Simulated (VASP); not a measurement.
# Al3Cu2 (P-3m1) in VASP: density of states with LDA

Aim: the density of states of Al3Cu2 with LDA.

Program: VASP 6.6.1. These are calculated values, not measurements. Logs are shortened: lines on timing, memory, paths and dates and some standing lists are left out, and cuts for length are marked.

**1. The cell of the first run**

It takes space group P-3m1 (No. 164, trigonal). The conventional cell has a = 4.085 Å, b = 4.085 Å, c = 5.016 Å, α = 90.00°, β = 90.00°, γ = 120.00°. Within 3.3 Å of Al (site symmetry -3m) lie 6 Cu at 2.49 Å and 6 Al at 2.94 Å. Within 3.2 Å of Al (site symmetry 3m) lie 5 Cu at 2.46 to 2.56 Å and 6 Al at 2.80 to 2.94 Å. Within 3.2 Å of Cu (site symmetry 3m) lie 8 Al at 2.46 to 2.56 Å and 3 Cu at 2.85 Å.

**2. Density of states, LDA**

File POSCAR:

```
Al3Cu2
1.0
    4.0852901930      0.0000000000      0.0000000000
   -2.0426450965      3.5379650889      0.0000000000
    0.0000000000      0.0000000000      5.0163155782
Al Cu
3 2
Direct
    0.0000000000      0.0000000000      0.0000000000
    0.3333333333      0.6666666667      0.3502960714
    0.6666666667      0.3333333333      0.6497039286
    0.3333333333      0.6666666667      0.8408308519
    0.6666666667      0.3333333333      0.1591691481
```

File INCAR.step1:

```
SYSTEM = Al3Cu2
ALGO     = Normal         ! electronic algorithm
EDIFF    = 1E-6           ! SCF threshold, eV
ENCUT    = 520            ! plane-wave cutoff, eV
GGA      = CA             ! functional
GGA_COMPAT= .FALSE.      
ISIF     = 2              ! what is computed and relaxed
ISMEAR   = 0              ! smearing method
LASPH    = .TRUE.         ! aspherical terms in the spheres
LCHARG   = .TRUE.         ! write CHGCAR
LMAXMIX  = 4              ! l up to which the mixer works
LORBIT   = 11             ! projections on sites
LREAL    = .FALSE.        ! projectors in reciprocal space
LWAVE    = .FALSE.        ! write WAVECAR
NBANDS   = 24             ! bands
NEDOS    = 2001           ! points of the DOS
NELM     = 120            ! most SCF steps
PREC     = Accurate       ! precision mode
SIGMA    = 0.15           ! smearing width, eV
```

File KPOINTS.step1:

```
k-points
0
G
  7 7 5
  0 0 0
```

File INCAR.step2:

```
SYSTEM = Al3Cu2
ALGO     = Normal         ! electronic algorithm
EDIFF    = 1E-6           ! SCF threshold, eV
ENCUT    = 520            ! plane-wave cutoff, eV
GGA      = CA             ! functional
GGA_COMPAT= .FALSE.      
ICHARG   = 11             ! starting density
ISIF     = 2              ! what is computed and relaxed
ISMEAR   = -5             ! smearing method
LASPH    = .TRUE.         ! aspherical terms in the spheres
LCHARG   = .FALSE.        ! write CHGCAR
LMAXMIX  = 4              ! l up to which the mixer works
LORBIT   = 10             ! projections on sites
LREAL    = .FALSE.        ! projectors in reciprocal space
LWAVE    = .FALSE.        ! write WAVECAR
NBANDS   = 24             ! bands
NEDOS    = 1001           ! points of the DOS
NELM     = 120            ! most SCF steps
PREC     = Accurate       ! precision mode
SIGMA    = 0.15           ! smearing width, eV
```

File KPOINTS.step2:

```
k-points
0
G
  11 11 8
  0 0 0
```

Potentials or basis: VASP PAW LDA potentials, release 64 (Al, Cu).

Started as:

```console
> cat potpaw_LDA.64/Al/POTCAR potpaw_LDA.64/Cu/POTCAR > POTCAR
> cp INCAR.step1 INCAR
> cp KPOINTS.step1 KPOINTS
> mpirun -np 1 vasp_std > vasp.out
> cp INCAR.step2 INCAR
> cp KPOINTS.step2 KPOINTS
> mpirun -np 1 vasp_std > vasp.out
```

OUTCAR:

```text
SYSTEM = Al3Cu2
   EDIFF = 1E-6
   ENCUT = 520
   GGA = CA
   ICHARG = 11
   ISIF = 2
   ISMEAR = -5
   LASPH = .TRUE.
   LORBIT = 10
   LREAL = .FALSE.
   NELM = 120
   PREC = Accurate

 ion  position               nearest neighbor table
   1  0.000  0.000  0.000-   4 2.49   5 2.49   4 2.49   5 2.49   5 2.49   4 2.49   2 2.94   3 2.94
                             2 2.94   3 2.94   2 2.94   3 2.94
   2  0.333  0.667  0.350-   4 2.46   5 2.55   5 2.55   5 2.55   4 2.56   3 2.80   3 2.80   3 2.80
                             1 2.94   1 2.94   1 2.94
   3  0.667  0.333  0.650-   5 2.46   4 2.55   4 2.55   4 2.55   5 2.56   2 2.80   2 2.80   2 2.80
                             1 2.94   1 2.94   1 2.94
   4  0.333  0.667  0.841-   2 2.46   1 2.49   1 2.49   1 2.49   3 2.55   3 2.55   3 2.55   2 2.56

   5  0.667  0.333  0.159-   3 2.46   1 2.49   1 2.49   1 2.49   2 2.55   2 2.55   2 2.55   3 2.56

  LATTYP: Found a hexagonal cell.
 ALAT       =     4.0852901930
 C/A-ratio  =     1.2278970015

  Lattice vectors:

 A1 = (   4.0852901930,   0.0000000000,   0.0000000000)
 A2 = (  -2.0426450965,   3.5379650889,   0.0000000000)
 A3 = (   0.0000000000,   0.0000000000,   5.0163155782)

Analysis of symmetry for initial positions (statically):
=====================================================================
 Subroutine PRICEL returns:
 Original cell was already a primitive cell.

 Routine SETGRP: Setting up the symmetry group for a
 hexagonal supercell.

 Subroutine GETGRP returns: Found 12 space group operations
 (whereof 12 operations were pure point group operations)
 out of a pool of 24 trial point group operations.

The static configuration has the point symmetry D_3d.

Analysis of symmetry for dynamics (positions and initial velocities):
=====================================================================
 Subroutine PRICEL returns:
 Original cell was already a primitive cell.

 Routine SETGRP: Setting up the symmetry group for a
 hexagonal supercell.

 Subroutine GETGRP returns: Found 12 space group operations
 (whereof 12 operations were pure point group operations)
 out of a pool of 24 trial point group operations.

The dynamic configuration has the point symmetry D_3d.

 Subroutine INISYM returns: Found 12 space group operations
 (whereof 12 operations are pure point group operations),
 and found     1 'primitive' translations

----------------------------------------------------------------------------------------

                                     Primitive cell

  volume of cell :      72.5039

  direct lattice vectors                    reciprocal lattice vectors
     4.085290193  0.000000000  0.000000000     0.244780653  0.141324176  0.000000000
    -2.042645096  3.537965089  0.000000000     0.000000000  0.282648351  0.000000000
     0.000000000  0.000000000  5.016315578     0.000000000  0.000000000  0.199349500

  length of vectors
     4.085290193  4.085290193  5.016315578     0.282648351  0.282648351  0.199349500

  position of ions in fractional coordinates (direct lattice)
     0.000000000  0.000000000  0.000000000
     0.333333333  0.666666667  0.350296071
     0.666666667  0.333333333  0.649703929
     0.333333333  0.666666667  0.840830852
     0.666666667  0.333333333  0.159169148

  ion indices of the primitive-cell ions
   primitive index   ion index
                 1           1
                 2           2
                 3           3
                 4           4
                 5           5

----------------------------------------------------------------------------------------

 KPOINTS: k-points

Automatic generation of k-mesh.
 Grid dimensions read from file:
 generate k-points for:   11   11    8

 Generating k-lattice:

  Cartesian coordinates                     Fractional coordinates (reciprocal lattice)
     0.022252787  0.012847652  0.000000000     0.090909091  0.000000000  0.000000000
     0.000000000  0.025695305  0.000000000     0.000000000  0.090909091  0.000000000
     0.000000000  0.000000000  0.024918687     0.000000000  0.000000000  0.125000000

  Length of vectors
     0.025695305  0.025695305  0.024918687

  Shift w.r.t. Gamma in fractional coordinates (k-lattice)
     0.000000000  0.000000000  0.000000000

 TETIRR: Found   1408 inequivalent tetrahedra from     5808

 Subroutine IBZKPT returns following result:
 ===========================================

 Found    110 irreducible k-points:

 Following reciprocal coordinates:
            Coordinates               Weight
  0.000000  0.000000  0.000000      1.000000
  0.090909  0.000000  0.000000      6.000000
  0.181818  0.000000  0.000000      6.000000
  0.272727  0.000000  0.000000      6.000000
  0.363636  0.000000  0.000000      6.000000
  0.454545  0.000000  0.000000      6.000000
[... 16 lines left out ...]
  0.000000  0.272727  0.125000      6.000000
  0.363636  0.000000  0.125000      6.000000
 [... further k-points ...]
   k-points           NKPTS =    110   k-points in BZ     NKDIM =    110   number of bands    NBANDS=     24
   number of dos      NEDOS =   1001   number of ions     NIONS =      5
   total plane-waves  NPLWV =  36000
   dimension x,y,z NGX =    30 NGY =   30 NGZ =   40
   dimension x,y,z NGXF=    60 NGYF=   60 NGZF=   80
   ions per type =               3   2
   NGX,Y,Z   is equivalent  to a cutoff of  12.21, 12.21, 13.26 a.u.
   NGXF,Y,Z  is equivalent  to a cutoff of  24.42, 24.42, 26.51 a.u.
 SYSTEM =  Al3Cu2
   PREC   = accura    normal or accurate (medium, high low for compatibility)
   ISTART =      0    job   : 0-new  1-cont  2-samecut
   ICHARG =     11    charge: 1-file 2-atom 10-const
   ISPIN  =      1    spin polarized calculation?
   LNONCOLLINEAR =      F non collinear calculations
   LSORBIT =      F    spin-orbit coupling
   LASPH  =      T    aspherical Exc in radial PAW
   ENCUT  =  520.0 eV  38.22 Ry    6.18 a.u.   7.60  7.60  9.33*2*pi/ulx,y,z
   NELM   =    120;   NELMIN=  2; NELMDL=  0     # of ELM steps
   EDIFF  = 0.1E-05   stopping-criterion for ELM
   LREAL  =      F    real-space projection
   EDIFFG = 0.1E-04   stopping-criterion for IOM
   NSW    =      0    number of steps for IOM
   IBRION =     -1    ionic relax: 0-MD 1-quasi-New 2-CG
   NFREE  =      0    steps in history (QN), initial steepest desc. (CG)
   ISIF   =      2    stress and relaxation
   ISYM   =      2    0-nonsym 1-usesym 2-fastsym
   POTIM  = 0.5000    time-step for ionic-motion
   TEBEG  =    0.0;   TEEND  =   0.0 temperature during run
   PSTRESS=    0.0 pullay stress
   NELECT =      31.0000    total number of electrons
   NUPDOWN=      -1.0000    fix difference up-down
   EMIN   =  10.00;   EMAX   =-10.00  energy-range for DOS
   EFERMI =   0.00;   METHOD = LEGACY
   ISMEAR =    -5;   SIGMA  =   0.15  broadening in eV -4-tet -1-fermi 0-gaus
   EFERMI_NEDOS =   21; number of points for ismear=-14 and -15
   IALGO  =     38    algorithm
   IMIX   =      4    mixing-type and parameters
     AMIX     =   0.40;   BMIX     =  1.00
     AMIX_MAG =   1.60;   BMIX_MAG =  1.00
  volume/ion in A,a.u.               =      14.50        97.86
  Fermi-wavevector in a.u.,A,eV,Ry     =   1.233318  2.330632 20.695448  1.521073
  Thomas-Fermi vector in A             =   2.368053
   LORBIT       =     10    0 simple, 1 ext, 2 COOP (PROOUT), +10 PAW based schemes
   GGA     = CA    functional components
   LHFCALC =     F    Hartree Fock is set to
   AEXX    =    0.0000 exact exchange contribution
   IVDW    =     0    specifies the selected vdW correction
   LEPSILON=     F    determine dielectric tensor
   LRPA    =     F    only Hartree local field effects (RPA)
 non-spin polarized calculation
 Fermi weights with tetrahedron method with Bloechl corrections
  energy-cutoff  :      520.00
  volume of cell :       72.50
 maximum number of plane-waves:      2010

 number of electron      30.9999998 magnetization

 Free energy of the ion-electron system (eV)
  ---------------------------------------------------
  ext. energy  EPLUGINS =         0.00000000
  ---------------------------------------------------
  free energy    TOTEN  =       -22.89321677 eV

  energy without entropy =      -22.89321677  energy(sigma->0) =      -22.89321677

 E-fermi :   8.1273     XC(G=0): -11.1775

 val. band max:        8.2761911216   @ k =   0.0909   0.0000   0.5000
 cond. band min:       8.1023643170   @ k =   0.4545   0.0000   0.0000
 fundamental gap:     -0.1738268047
 Fermi energy:         8.1273083384

 k-point     1 :       0.0000    0.0000    0.0000
  band No.  band energies     occupation
      1      -3.0527      2.00000
      2       1.7041      2.00000
      3       2.2443      2.00000
      4       2.7750      2.00000
      5       2.7750      2.00000
      6       3.1348      2.00000
[... 16 lines left out ...]
     23      13.9908      0.00000
     24      13.9908      0.00000

 k-point     2 :       0.0909    0.0000    0.0000
  band No.  band energies     occupation
      1      -2.9541      2.00000
      2       1.7547      2.00000
      3       2.2340      2.00000
      4       2.8015      2.00000
      5       2.8051      2.00000
      6       3.1152      2.00000
[... 16 lines left out ...]
     23      13.6935      0.00000
     24      13.7182      0.00000

 k-point     3 :       0.1818    0.0000    0.0000
  band No.  band energies     occupation
      1      -2.6601      2.00000
      2       1.8829      2.00000
      3       2.1797      2.00000
      4       2.8582      2.00000
      5       2.8912      2.00000
      6       3.0668      2.00000
[... 16 lines left out ...]
     23      13.3416      0.00000
     24      13.9003      0.00000
[... 514 lines left out ...]
 k-point    23 :       0.0000    0.2727    0.1250
  band No.  band energies     occupation
      1      -2.0889      2.00000
      2       1.6325      2.00000
      3       2.0306      2.00000
      4       2.9196      2.00000
      5       2.9896      2.00000
      6       3.0029      2.00000
[... 16 lines left out ...]
     23      14.0716      0.00000
     24      14.1358      0.00000

 k-point    24 :       0.3636    0.0000    0.1250
  band No.  band energies     occupation
      1      -1.4336      2.00000
      2       1.3638      2.00000
      3       2.1144      2.00000
      4       2.3698      2.00000
      5       3.1436      2.00000
      6       3.2413      2.00000
[... 16 lines left out ...]
     23      14.9878      0.00000
     24      15.5938      0.00000

 [... further k-points ...]
[... 5 lines left out ...]
  --------------------------------------------------------------------------------------
  -------------------------------------------------------------------------------------
  Total       -1.3475246     -1.3475246     -2.3241415      0.0000000      0.0000000      0.0000000
  in kB      -29.7773465    -29.7773465    -51.3584431      0.0000000      0.0000000      0.0000000
  external PRESSURE =     -36.9710454 kB  Pullay stress =       0.0000000 kB

 VOLUME and BASIS-vectors are now :
 -----------------------------------------------------------------------------
  energy-cutoff  :      520.00
  volume of cell :       72.50
      direct lattice vectors                 reciprocal lattice vectors
     4.085290193  0.000000000  0.000000000     0.244780653  0.141324176  0.000000000
    -2.042645096  3.537965089  0.000000000     0.000000000  0.282648351  0.000000000
     0.000000000  0.000000000  5.016315578     0.000000000  0.000000000  0.199349500

 POSITION                                       TOTAL-FORCE (eV/Angst)
 -----------------------------------------------------------------------------------
      0.00000      0.00000      0.00000         0.000000      0.000000      0.000000
     -0.00000      2.35864      1.75720         0.000000     -0.000000     -0.004376
      2.04265      1.17932      3.25912         0.000000      0.000000      0.004376
     -0.00000      2.35864      4.21787        -0.000000      0.000000     -0.022429
      2.04265      1.17932      0.79844        -0.000000     -0.000000      0.022429
 -----------------------------------------------------------------------------------
    total drift:                               -0.000000      0.000000     -0.000000

  FREE ENERGIE OF THE ION-ELECTRON SYSTEM (eV)
  ---------------------------------------------------
  free  energy   TOTEN  =       -22.8932167733 eV

  energy  without entropy=      -22.8932167733  energy(sigma->0) =      -22.89321677

 total charge

# of ion       s       p       d       tot
------------------------------------------
    1        0.400   0.402   0.000   0.802
    2        0.401   0.387   0.000   0.788
    3        0.401   0.387   0.000   0.788
    4        0.500   0.544   9.129  10.172
    5        0.500   0.544   9.129  10.172
--------------------------------------------------
tot          2.202   2.264  18.257  22.723
```

Wall time 1.9 min (1 thread of Intel Xeon 6975P-C, shared host); peak memory 0.27 GiB.

What came out:

```yaml
Valence_electrons_inside_the_program's_atomic_spheres: Al 0.80, 0.79; Cu 10.17
```

Caveat: tetrahedron occupations give inexact forces and stress in metals.
